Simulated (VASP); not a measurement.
# KBr (Pm-3m) in VASP: further runs

KBr is run at these levels: LDA; tasks: single point.

Program: VASP 6.6.1. These are calculated values, not measurements. Logs are shortened: lines on timing, memory, paths and dates and some standing lists are left out, and cuts for length are marked.

## (1) The cell of the first run

Symmetry: Pm-3m, No. 221, cubic system. Conventional cell: a = 4.070 Å, b = 4.070 Å, c = 4.070 Å, α = 90.00°, β = 90.00°, γ = 90.00°. Within 4.6 Å of K (site symmetry m-3m) lie 8 Br at 3.52 Å and 6 K at 4.07 Å. Within 4.6 Å of Br (site symmetry m-3m) lie 8 K at 3.52 Å and 6 Br at 4.07 Å.

## (2) Single point, LDA

The input, INCAR:

```
PREC = Accurate
ENCUT = 500
EDIFF = 1E-6
ISMEAR = 0
SIGMA = 0.01
LREAL = F
LASPH = T
NELM = 120
ALGO = Normal
ISIF = 2
LWAVE = F
LCHARG = F
GGA = CA
NBANDS = 15
GGA_COMPAT = F
```

The input, KPOINTS:

```
regular mesh
0
Gamma
  6 6 6
```

The input, POSCAR:

```
KBr
1.0
    4.0702779195      0.0000000000      0.0000000000
    0.0000000000      4.0702779195      0.0000000000
    0.0000000000      0.0000000000      4.0702779195
K Br
1 1
Direct
    0.0000000000      0.0000000000      0.0000000000
    0.5000000000      0.5000000000      0.5000000000
```

Potentials or basis: VASP PAW LDA potentials, release 64 (K_sv, Br).

Command:

```
$ cat potpaw_LDA.64/K_sv/POTCAR potpaw_LDA.64/Br/POTCAR > POTCAR
$ mpirun -np 1 vasp_std > vasp.out
```

OUTCAR:

```text
PREC = Accurate
   ENCUT = 500
   EDIFF = 1E-6
   ISMEAR = 0
   LREAL = F
   LASPH = T
   NELM = 120
   ISIF = 2
   GGA = CA

 ion  position               nearest neighbor table
   1  0.000  0.000  0.000-
   2  0.500  0.500  0.500-

  LATTYP: Found a simple cubic cell.
 ALAT       =     4.0702779195

  Lattice vectors:

 A1 = (   4.0702779195,   0.0000000000,   0.0000000000)
 A2 = (   0.0000000000,   4.0702779195,   0.0000000000)
 A3 = (   0.0000000000,   0.0000000000,   4.0702779195)

Analysis of symmetry for initial positions (statically):
=====================================================================
 Subroutine PRICEL returns:
 Original cell was already a primitive cell.

 Routine SETGRP: Setting up the symmetry group for a
 simple cubic supercell.

 Subroutine GETGRP returns: Found 48 space group operations
 (whereof 48 operations were pure point group operations)
 out of a pool of 48 trial point group operations.

The static configuration has the point symmetry O_h .

Analysis of symmetry for dynamics (positions and initial velocities):
=====================================================================
 Subroutine PRICEL returns:
 Original cell was already a primitive cell.

 Routine SETGRP: Setting up the symmetry group for a
 simple cubic supercell.

 Subroutine GETGRP returns: Found 48 space group operations
 (whereof 48 operations were pure point group operations)
 out of a pool of 48 trial point group operations.

The dynamic configuration has the point symmetry O_h .

 Subroutine INISYM returns: Found 48 space group operations
 (whereof 48 operations are pure point group operations),
 and found     1 'primitive' translations

----------------------------------------------------------------------------------------

                                     Primitive cell

  volume of cell :      67.4330

  direct lattice vectors                    reciprocal lattice vectors
     4.070277919  0.000000000  0.000000000     0.245683469  0.000000000  0.000000000
     0.000000000  4.070277919  0.000000000     0.000000000  0.245683469  0.000000000
     0.000000000  0.000000000  4.070277919     0.000000000  0.000000000  0.245683469

  length of vectors
     4.070277919  4.070277919  4.070277919     0.245683469  0.245683469  0.245683469

  position of ions in fractional coordinates (direct lattice)
     0.000000000  0.000000000  0.000000000
     0.500000000  0.500000000  0.500000000

  ion indices of the primitive-cell ions
   primitive index   ion index
                 1           1
                 2           2

----------------------------------------------------------------------------------------

 KPOINTS: regular mesh

Automatic generation of k-mesh.
 Grid dimensions read from file:
 generate k-points for:    6    6    6

 Generating k-lattice:

  Cartesian coordinates                     Fractional coordinates (reciprocal lattice)
     0.040947245  0.000000000  0.000000000     0.166666667  0.000000000  0.000000000
     0.000000000  0.040947245  0.000000000     0.000000000  0.166666667  0.000000000
     0.000000000  0.000000000  0.040947245     0.000000000  0.000000000  0.166666667

  Length of vectors
     0.040947245  0.040947245  0.040947245

  Shift w.r.t. Gamma in fractional coordinates (k-lattice)
     0.000000000  0.000000000  0.000000000

 Subroutine IBZKPT returns following result:
 ===========================================

 Found     20 irreducible k-points:

 Following reciprocal coordinates:
            Coordinates               Weight
  0.000000  0.000000  0.000000      1.000000
  0.166667  0.000000  0.000000      6.000000
  0.333333  0.000000  0.000000      6.000000
  0.500000  0.000000  0.000000      3.000000
  0.166667  0.166667  0.000000     12.000000
  0.333333  0.166667  0.000000     24.000000
[... 12 lines left out ...]
  0.500000  0.500000  0.333333      6.000000
  0.500000  0.500000  0.500000      1.000000
   k-points           NKPTS =     20   k-points in BZ     NKDIM =     20   number of bands    NBANDS=     15
   number of dos      NEDOS =    301   number of ions     NIONS =      2
   total plane-waves  NPLWV =  27000
   dimension x,y,z NGX =    30 NGY =   30 NGZ =   30
   dimension x,y,z NGXF=    60 NGYF=   60 NGZF=   60
   ions per type =               1   1
   NGX,Y,Z   is equivalent  to a cutoff of  12.25, 12.25, 12.25 a.u.
   NGXF,Y,Z  is equivalent  to a cutoff of  24.51, 24.51, 24.51 a.u.
 SYSTEM =  unknown system
   PREC   = accura    normal or accurate (medium, high low for compatibility)
   ISTART =      0    job   : 0-new  1-cont  2-samecut
   ICHARG =      2    charge: 1-file 2-atom 10-const
   ISPIN  =      1    spin polarized calculation?
   LNONCOLLINEAR =      F non collinear calculations
   LSORBIT =      F    spin-orbit coupling
   LASPH  =      T    aspherical Exc in radial PAW
   ENCUT  =  500.0 eV  36.75 Ry    6.06 a.u.   7.42  7.42  7.42*2*pi/ulx,y,z
   NELM   =    120;   NELMIN=  2; NELMDL= -5     # of ELM steps
   EDIFF  = 0.1E-05   stopping-criterion for ELM
   LREAL  =      F    real-space projection
   EDIFFG = 0.1E-04   stopping-criterion for IOM
   NSW    =      0    number of steps for IOM
   IBRION =     -1    ionic relax: 0-MD 1-quasi-New 2-CG
   NFREE  =      0    steps in history (QN), initial steepest desc. (CG)
   ISIF   =      2    stress and relaxation
   ISYM   =      2    0-nonsym 1-usesym 2-fastsym
   POTIM  = 0.5000    time-step for ionic-motion
   TEBEG  =    0.0;   TEEND  =   0.0 temperature during run
   PSTRESS=    0.0 pullay stress
   NELECT =      16.0000    total number of electrons
   NUPDOWN=      -1.0000    fix difference up-down
   EMIN   =  10.00;   EMAX   =-10.00  energy-range for DOS
   EFERMI =   0.00;   METHOD = LEGACY
   ISMEAR =     0;   SIGMA  =   0.01  broadening in eV -4-tet -1-fermi 0-gaus
   EFERMI_NEDOS =   21; number of points for ismear=-14 and -15
   IALGO  =     38    algorithm
   IMIX   =      4    mixing-type and parameters
     AMIX     =   0.40;   BMIX     =  1.00
     AMIX_MAG =   1.60;   BMIX_MAG =  1.00
  volume/ion in A,a.u.               =      33.72       227.53
  Fermi-wavevector in a.u.,A,eV,Ry     =   1.013501  1.915239 13.975685  1.027184
  Thomas-Fermi vector in A             =   2.146673
   LORBIT       =      0    0 simple, 1 ext, 2 COOP (PROOUT), +10 PAW based schemes
   GGA     = CA    functional components
   LHFCALC =     F    Hartree Fock is set to
   AEXX    =    0.0000 exact exchange contribution
   IVDW    =     0    specifies the selected vdW correction
   LEPSILON=     F    determine dielectric tensor
   LRPA    =     F    only Hartree local field effects (RPA)
 non-spin polarized calculation
 Gauss-broadening in eV      SIGMA  =   0.01
  energy-cutoff  :      500.00
  volume of cell :       67.43
 maximum number of plane-waves:      1743
 NGX is ok and might be reduce to    30
   NGX = 15   NGY = 15   NGZ = 15

 number of electron      16.0000002 magnetization

 Free energy of the ion-electron system (eV)
  ---------------------------------------------------
  ext. energy  EPLUGINS =         0.00000000
  ---------------------------------------------------
  free energy    TOTEN  =        -6.66232135 eV

  energy without entropy =       -6.66232135  energy(sigma->0) =       -6.66232135

 E-fermi :  -0.9071     XC(G=0):  -8.2351

 val. band max:       -1.0236074444   @ k =   0.5000   0.5000   0.0000
 cond. band min:       2.4008232554   @ k =   0.0000   0.0000   0.0000
 fundamental gap:      3.4244306998
 Fermi energy:        -0.9070728909

 k-point     1 :       0.0000    0.0000    0.0000
  band No.  band energies     occupation
      1     -29.3247      2.00000
      2     -13.7949      2.00000
      3     -12.9834      2.00000
      4     -12.9834      2.00000
      5     -12.9834      2.00000
      6      -1.2861      2.00000
      7      -1.2861      2.00000
      8      -1.2861      2.00000
      9       2.4008      0.00000
     10       4.5788      0.00000
     11       4.5788      0.00000
     12       8.4420      0.00000
     13       8.4420      0.00000
     14       8.4420      0.00000
     15      11.1226      0.00000

 k-point     2 :       0.1667    0.0000    0.0000
  band No.  band energies     occupation
      1     -29.3222      2.00000
      2     -13.8303      2.00000
      3     -12.9786      2.00000
      4     -12.9786      2.00000
      5     -12.9452      2.00000
      6      -1.8428      2.00000
      7      -1.2788      2.00000
      8      -1.2788      2.00000
      9       3.0334      0.00000
     10       4.7865      0.00000
     11       5.1172      0.00000
     12       8.3503      0.00000
     13       8.3503      0.00000
     14       8.5532      0.00000
     15      10.1378      0.00000

 k-point     3 :       0.3333    0.0000    0.0000
  band No.  band energies     occupation
      1     -29.3171      2.00000
      2     -13.8995      2.00000
      3     -12.9690      2.00000
      4     -12.9690      2.00000
      5     -12.8672      2.00000
      6      -2.6571      2.00000
      7      -1.2647      2.00000
      8      -1.2647      2.00000
      9       4.2191      0.00000
     10       5.3611      0.00000
     11       6.0861      0.00000
     12       8.2980      0.00000
     13       8.2980      0.00000
     14       8.5630      0.00000
     15       8.8082      0.00000

 k-point     4 :       0.5000    0.0000    0.0000
  band No.  band energies     occupation
      1     -29.3146      2.00000
      2     -13.9333      2.00000
      3     -12.9641      2.00000
      4     -12.9641      2.00000
      5     -12.8272      2.00000
      6      -2.9882      2.00000
      7      -1.2579      2.00000
      8      -1.2579      2.00000
      9       5.0531      0.00000
     10       5.8678      0.00000
     11       6.2250      0.00000
     12       7.6782      0.00000
     13       8.3902      0.00000
     14       8.3902      0.00000
     15       8.9585      0.00000
[... 235 lines left out ...]
 k-point    18 :       0.5000    0.3333    0.3333
  band No.  band energies     occupation
      1     -29.3006      2.00000
      2     -13.5390      2.00000
      3     -13.0709      2.00000
      4     -13.0691      2.00000
      5     -13.0618      2.00000
      6      -2.4633      2.00000
      7      -2.1850      2.00000
      8      -2.1133      2.00000
      9       5.3053      0.00000
     10       5.8982      0.00000
     11       6.3312      0.00000
     12       7.3280      0.00000
     13       7.9040      0.00000
     14       8.1154      0.00000
     15       9.8970      0.00000

 k-point    19 :       0.5000    0.5000    0.3333
  band No.  band energies     occupation
      1     -29.2983      2.00000
      2     -13.4749      2.00000
      3     -13.1022      2.00000
      4     -13.1022      2.00000
      5     -13.0584      2.00000
      6      -2.4299      2.00000
      7      -2.4299      2.00000
      8      -2.1445      2.00000
      9       5.2838      0.00000
     10       6.1930      0.00000
     11       6.1930      0.00000
     12       7.3993      0.00000
     13       8.2552      0.00000
     14       8.2552      0.00000
     15       9.9082      0.00000

 k-point    20 :       0.5000    0.5000    0.5000
  band No.  band energies     occupation
      1     -29.2960      2.00000
      2     -13.4450      2.00000
      3     -13.0941      2.00000
      4     -13.0941      2.00000
      5     -13.0941      2.00000
      6      -2.4377      2.00000
      7      -2.4377      2.00000
      8      -2.4377      2.00000
      9       6.0373      0.00000
     10       6.0373      0.00000
     11       6.0373      0.00000
     12       8.0875      0.00000
     13       8.0875      0.00000
     14       8.0875      0.00000
     15       9.9631      0.00000

------------------------ aborting loop because EDIFF is reached ----------------------------------------

  FORCE on cell =-STRESS in cart. coord.  units (eV):
  Direction    XX          YY          ZZ          XY          YZ          ZX
  --------------------------------------------------------------------------------------
  -------------------------------------------------------------------------------------
  Total       -1.2001014     -1.2001014     -1.2001014      0.0000000      0.0000000     -0.0000000
  in kB      -28.5138806    -28.5138806    -28.5138806      0.0000000      0.0000000     -0.0000000
  external PRESSURE =     -28.5138806 kB  Pullay stress =       0.0000000 kB

 VOLUME and BASIS-vectors are now :
 -----------------------------------------------------------------------------
  energy-cutoff  :      500.00
  volume of cell :       67.43
      direct lattice vectors                 reciprocal lattice vectors
     4.070277919  0.000000000  0.000000000     0.245683469  0.000000000  0.000000000
     0.000000000  4.070277919  0.000000000     0.000000000  0.245683469  0.000000000
     0.000000000  0.000000000  4.070277919     0.000000000  0.000000000  0.245683469

 POSITION                                       TOTAL-FORCE (eV/Angst)
 -----------------------------------------------------------------------------------
      0.00000      0.00000      0.00000         0.000000      0.000000      0.000000
      2.03514      2.03514      2.03514         0.000000      0.000000      0.000000
 -----------------------------------------------------------------------------------
    total drift:                                0.000000      0.000000     -0.000000

  FREE ENERGIE OF THE ION-ELECTRON SYSTEM (eV)
  ---------------------------------------------------
  free  energy   TOTEN  =        -6.6623213482 eV

  energy  without entropy=       -6.6623213482  energy(sigma->0) =       -6.66232135
```

Wall time 19 s (1 thread of Intel Xeon 8259CL, shared host); peak memory 0.15 GiB.

Results:

| Quantity | Value |
| --- | --- |
| Free energy | -6.6623 eV |
| Pressure | -2.9 GPa |
| Band gap on the k mesh | 3.42 eV, indirect (least direct gap 3.69 eV) |

## (3) Single point, LDA

This run uses another cell than the first one, of 34.38 Å³/atom, 1.020 times its volume.

The input, INCAR:

```
SYSTEM = KBr
PREC = Accurate
ENCUT = 500
EDIFF = 1E-6
ISMEAR = 0
SIGMA = 0.01
LREAL = .False.
LASPH = .True.
NELM = 120
ALGO = Normal
ISIF = 2
LWAVE = .False.
LCHARG = .False.
GGA = CA
NBANDS = 15
GGA_COMPAT = .False.
```

The input, KPOINTS:

```
regular mesh
0
Gamma
  6 6 6
  0 0 0
```

The input, POSCAR:

```
KBr
1.0
    4.0967090362      0.0000000000      0.0000000000
    0.0000000000      4.0967090362      0.0000000000
    0.0000000000      0.0000000000      4.0967090362
K Br
1 1
Direct
    0.0000000000      0.0000000000      0.0000000000
    0.5000000000      0.5000000000      0.5000000000
```

Potentials or basis: VASP PAW LDA potentials, release 64 (K_sv, Br).

Command:

```
$ cat potpaw_LDA.64/K_sv/POTCAR potpaw_LDA.64/Br/POTCAR > POTCAR
$ mpirun -np 1 vasp_std > vasp.out
```

Run time: 23 s. Hardware: 1 thread of Intel Xeon 8259CL, shared host; peak memory 0.15 GiB.

Results (log left out):

```
Free energy            : -6.6388 eV
Pressure               : -3.0 GPa
Band gap on the k mesh : 3.37 eV, indirect (least direct gap 3.63 eV)
```

Levels at points of the mesh, in eV from the valence-band top:
```tsv
k point	band 5	band 6	band 7	band 8	band 9	band 10	band 11	band 12
(0.00, 0.00, 0.00)	-11.99	-0.26	-0.26	-0.26	3.37	5.62	5.62	9.42
(0.50, 0.00, 0.00)	-11.83	-1.91	-0.22	-0.22	6.01	6.89	7.15	8.70
(0.50, 0.50, 0.00)	-11.96	-1.35	-1.35	0.00	4.89	6.20	7.83	7.83
(0.50, 0.50, 0.50)	-12.09	-1.37	-1.37	-1.37	7.02	7.02	7.02	9.03
```

## (4) Single point, LDA

This run uses another cell than the first one, of 35.04 Å³/atom, 1.039 times its volume.

The input, INCAR:

```
PREC = Accurate
ENCUT = 500
EDIFF = 1E-6
ISMEAR = 0
SIGMA = 0.01
LREAL = F
LASPH = T
NELM = 120
ALGO = Normal
ISIF = 2
LWAVE = F
LCHARG = F
GGA = CA
NBANDS = 15
GGA_COMPAT = F
```

The input, KPOINTS:

```
regular mesh
0
Gamma
  6 6 6
```

The input, POSCAR:

```
KBr
1.0
    4.1228034279      0.0000000000      0.0000000000
    0.0000000000      4.1228034279      0.0000000000
    0.0000000000      0.0000000000      4.1228034279
K Br
1 1
Direct
    0.0000000000      0.0000000000      0.0000000000
    0.5000000000      0.5000000000      0.5000000000
```

Command:

```
$ cat potpaw_LDA.64/K_sv/POTCAR potpaw_LDA.64/Br/POTCAR > POTCAR
$ mpirun -np 1 vasp_std > vasp.out
```

It took 26 s on 1 thread of Intel Xeon 8259CL, shared host; peak memory 0.15 GiB.

It converged, with:

```
Free energy            : -6.6141 eV
Pressure               : -3.1 GPa
Band gap on the k mesh : 3.32 eV, indirect (least direct gap 3.57 eV)
```

Levels at points of the mesh, in eV from the valence-band top:
| k point | band 5 | band 6 | band 7 | band 8 | band 9 | band 10 | band 11 | band 12 |
| --- | --- | --- | --- | --- | --- | --- | --- | --- |
| (0.00, 0.00, 0.00) | -12.02 | -0.25 | -0.25 | -0.25 | 3.32 | 5.64 | 5.64 | 9.38 |
| (0.50, 0.00, 0.00) | -11.87 | -1.85 | -0.22 | -0.22 | 5.94 | 6.88 | 7.05 | 8.69 |
| (0.50, 0.50, 0.00) | -11.99 | -1.31 | -1.31 | 0.00 | 4.89 | 6.18 | 7.81 | 7.81 |
| (0.50, 0.50, 0.50) | -12.12 | -1.32 | -1.32 | -1.32 | 6.98 | 6.98 | 6.98 | 8.95 |

A k mesh can miss the band edges.

## (5) Summary

```csv
cell,gap on the mesh (eV),pressure (GPa)
"a = 4.070 Å, 2 atoms",3.42,-2.9
"a = 4.097 Å, 2 atoms",3.37,-3.0
"a = 4.123 Å, 2 atoms",3.32,-3.1
```

Alike in all rows: task single point; level LDA; potentials or basis VASP PAW LDA potentials, release 64 (K_sv, Br); no spin polarisation; k mesh 6 × 6 × 6; cutoff (eV) 500; smearing gaussian 0.01 eV.

Total energies depend on the potentials used, so only differences within one code and one set of settings carry meaning.
